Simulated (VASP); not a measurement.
# Ag in VASP: further runs, part 2 of 2

VASP 6.6.1. Earlier steps stand in the parts before.

## Step 3: Single point, PBEsol

This run uses another cell than the first one.

The input, INCAR:

```
PREC = Accurate
ENCUT = 520
EDIFF = 1E-6
ISMEAR = 1
SIGMA = 0.1
LREAL = F
LASPH = T
NELM = 60
ALGO = Normal
ISIF = 2
LWAVE = F
LCHARG = F
LDIPOL = T
IDIPOL = 3
DIPOL = 0.5 0.5 0.500
GGA = PS
NBANDS = 48
```

The input, KPOINTS:

```
Automatic mesh
0
Gamma
  13 13 1
```

The input, POSCAR:

```
Ag
1.0
    2.8920667350     -0.0000000003      0.0000000000
    1.4460333678      2.5046032618      0.0000000000
    0.0000000000      0.0000000000     30.1681756060
Ag
7
Direct
    0.0000000000      0.0000000000      0.2689628163
    0.3333333333      0.3333333333      0.3457402495
    0.6666666667      0.6666666667      0.4227939947
    0.0000000000      0.0000000000      0.4999999991
    0.3333333333      0.3333333333      0.5772060042
    0.6666666667      0.6666666667      0.6542597510
    0.0000000000      0.0000000000      0.7310371851
```

Potentials or basis: VASP PAW PBE potentials, release 64 (Ag).

Command:

```
$ cat potpaw_PBE.64/Ag/POTCAR > POTCAR
$ mpirun -np 1 vasp_std > vasp.out
```

OUTCAR:

```text
PREC = Accurate
   ENCUT = 520
   EDIFF = 1E-6
   ISMEAR = 1
   LREAL = F
   LASPH = T
   NELM = 60
   ISIF = 2
   GGA = PS

 ion  position               nearest neighbor table
   1  0.000  0.000  0.269-   2 2.86   2 2.86   2 2.86
   2  0.333  0.333  0.346-   1 2.86   1 2.86   1 2.86   3 2.86   3 2.86   3 2.86
   3  0.667  0.667  0.423-   2 2.86   2 2.86   2 2.86   4 2.87   4 2.87   4 2.87
   4  0.000  0.000  0.500-   3 2.87   3 2.87   3 2.87   5 2.87   5 2.87   5 2.87
   5  0.333  0.333  0.577-   6 2.86   6 2.86   6 2.86   4 2.87   4 2.87   4 2.87
   6  0.667  0.667  0.654-   7 2.86   7 2.86   7 2.86   5 2.86   5 2.86   5 2.86
   7  0.000  0.000  0.731-   6 2.86   6 2.86   6 2.86

  LATTYP: Found a hexagonal cell.
 ALAT       =     2.8920667350
 C/A-ratio  =    10.4313552798

  Lattice vectors:

 A1 = (  -1.4460333678,  -2.5046032618,   0.0000000000)
 A2 = (   2.8920667350,  -0.0000000003,   0.0000000000)
 A3 = (   0.0000000000,   0.0000000000,  30.1681756060)

Analysis of symmetry for initial positions (statically):
=====================================================================
 Subroutine PRICEL returns:
 Original cell was already a primitive cell.

 Routine SETGRP: Setting up the symmetry group for a
 hexagonal supercell.

 Subroutine GETGRP returns: Found 12 space group operations
 (whereof 12 operations were pure point group operations)
 out of a pool of 24 trial point group operations.

The static configuration has the point symmetry D_3d.

Analysis of symmetry for dynamics (positions and initial velocities):
=====================================================================
 Subroutine PRICEL returns:
 Original cell was already a primitive cell.

 Routine SETGRP: Setting up the symmetry group for a
 hexagonal supercell.

 Subroutine GETGRP returns: Found 12 space group operations
 (whereof 12 operations were pure point group operations)
[... 137 lines left out ...]
   LEPSILON=     F    determine dielectric tensor
   LRPA    =     F    only Hartree local field effects (RPA)
 non-spin polarized calculation
 Methfessel and Paxton  Order N= 1 SIGMA  =   0.10
  energy-cutoff  :      520.00
  volume of cell :      218.52
 maximum number of plane-waves:      5969
 NGX is ok and might be reduce to    24
   NGX = 11   NGY = 11   NGZ =113

 dipolmoment           0.000000      0.000000     -0.000000 electrons x Angstroem

 number of electron      76.9999998 magnetization

 dipolmoment           0.000000      0.000000      0.000000 electrons x Angstroem

 Free energy of the ion-electron system (eV)
  ---------------------------------------------------
  ext. energy  EPLUGINS =         0.00000000
  ---------------------------------------------------
  free energy    TOTEN  =       -22.23853678 eV

  energy without entropy =      -22.23971235  energy(sigma->0) =      -22.23892864

 E-fermi :   2.5698     XC(G=0):  -7.2892

 val. band max:        2.5671417709   @ k =   0.4615  -0.0000   0.0000
 cond. band min:       2.6240419902   @ k =  -0.4615   0.2308   0.0000
 fundamental gap:      0.0569002193
 Fermi energy:         2.5698497918

 k-point     1 :       0.0000    0.0000    0.0000
  band No.  band energies     occupation
      1      -5.3918      2.00000
      2      -4.9818      2.00000
      3      -4.3827      2.00000
      4      -4.0393      2.00000
      5      -4.0290      2.00000
      6      -3.7733      2.00000
[... 1060 lines left out ...]
     47       8.0815      0.00000
     48       8.3755      0.00000

------------------------ aborting loop because EDIFF is reached ----------------------------------------

 vacuum level on the upper side and lower side of the slab       (xc-potential included)        -0.123        -0.123

  FORCE on cell =-STRESS in cart. coord.  units (eV):
  Direction    XX          YY          ZZ          XY          YZ          ZX
  --------------------------------------------------------------------------------------
  -------------------------------------------------------------------------------------
  Total       -3.0402014     -3.0402014     -0.0682828     -0.0000000     -0.0000000      0.0000000
  in kB      -22.2903372    -22.2903372     -0.5006401     -0.0000000     -0.0000000      0.0000000
  external PRESSURE =     -15.0271048 kB  Pullay stress =       0.0000000 kB

 VOLUME and BASIS-vectors are now :
 -----------------------------------------------------------------------------
  energy-cutoff  :      520.00
  volume of cell :      218.52
      direct lattice vectors                 reciprocal lattice vectors
     2.892066735 -0.000000000  0.000000000     0.345773487 -0.199632416  0.000000000
     1.446033368  2.504603262  0.000000000     0.000000000  0.399264832  0.000000000
     0.000000000  0.000000000 30.168175606     0.000000000  0.000000000  0.033147513

 POSITION                                       TOTAL-FORCE (eV/Angst)
 -----------------------------------------------------------------------------------
      0.00000      0.00000      8.11412        -0.000000      0.000000      0.001982
      1.44603      0.83487     10.43035         0.000000      0.000000     -0.002131
      2.89207      1.66974     12.75492        -0.000000      0.000000     -0.001578
      0.00000      0.00000     15.08409        -0.000000      0.000000     -0.000000
      1.44603      0.83487     17.41325        -0.000000      0.000000      0.001578
      2.89207      1.66974     19.73782        -0.000000     -0.000000      0.002131
      0.00000      0.00000     22.05406         0.000000     -0.000000     -0.001982
 -----------------------------------------------------------------------------------
    total drift:                               -0.000000     -0.000000      0.000003

  FREE ENERGIE OF THE ION-ELECTRON SYSTEM (eV)
  ---------------------------------------------------
  free  energy   TOTEN  =       -22.2385367810 eV

  energy  without entropy=      -22.2397123489  energy(sigma->0) =      -22.23892864

 vacuum level on the upper side and lower side of the slab         6.990         6.990
```

OSZICAR:

```text
N       E                     dE             d eps       ncg     rms          rms(c)
DAV:   1     0.509017899938E+03    0.50902E+03   -0.37658E+04  2024   0.145E+03
DAV:   2    -0.108162269998E+02   -0.51983E+03   -0.49361E+03  2152   0.329E+02
DAV:   3    -0.243838049546E+02   -0.13568E+02   -0.13398E+02  2248   0.564E+01
[... 15 lines left out ...]
DAV:  19    -0.222385298737E+02   -0.54015E-05   -0.37351E-07  1280   0.106E-03    0.357E-04
DAV:  20    -0.222385322782E+02   -0.24044E-05   -0.10531E-07  1264   0.126E-03    0.245E-04
DAV:  21    -0.222385349812E+02   -0.27030E-05   -0.39041E-08  1232   0.870E-04    0.158E-04
DAV:  22    -0.222385364735E+02   -0.14923E-05   -0.37731E-08  1232   0.406E-04    0.596E-05
DAV:  23    -0.222385367810E+02   -0.30747E-06   -0.98127E-09  1232   0.201E-04
   1 F= -.22238537E+02 E0= -.22238929E+02  d E =0.117557E-02
```

stdout:

```text
POSCAR found type information on POSCAR Ag
 POSCAR found :  1 types and       7 ions
 scaLAPACK will be used
 -----------------------------------------------------------------------------
|                                                                             |
|                                                                             |
|     You enforced a specific xc type in the INCAR file but a different       |
|     I HOPE YOU KNOW WHAT YOU ARE DOING!                                     |
|                                                                             |
 -----------------------------------------------------------------------------

 LDA part: xc-table for (Slater+PW92), standard interpolation
 POSCAR, INCAR and KPOINTS ok, starting setup
 FFT: planning ... GRIDC
 FFT: planning ... GRID_SOFT
 FFT: planning ... GRID
 WAVECAR not read
 entering main loop
```

Wall time 4.2 min (1 thread of AMD EPYC 9R45 (Zen 5), shared host); peak memory 0.39 GiB.

Results:

| Quantity | Value |
| --- | --- |
| Free energy | -22.2385 eV |
| Band gap on the k mesh | zero (an odd number of electrons rules out a gap without spin polarisation) |

Forces on the atoms (eV/Å):
```
Ag   0.000  0.000  0.002
Ag   0.000  0.000 -0.002
Ag   0.000  0.000 -0.002
Ag   0.000  0.000  0.000
Ag   0.000  0.000  0.002
Ag   0.000  0.000  0.002
Ag   0.000  0.000 -0.002
```

Caveat: the PAW data sets were made with another functional, which shifts forces and pressure a little.
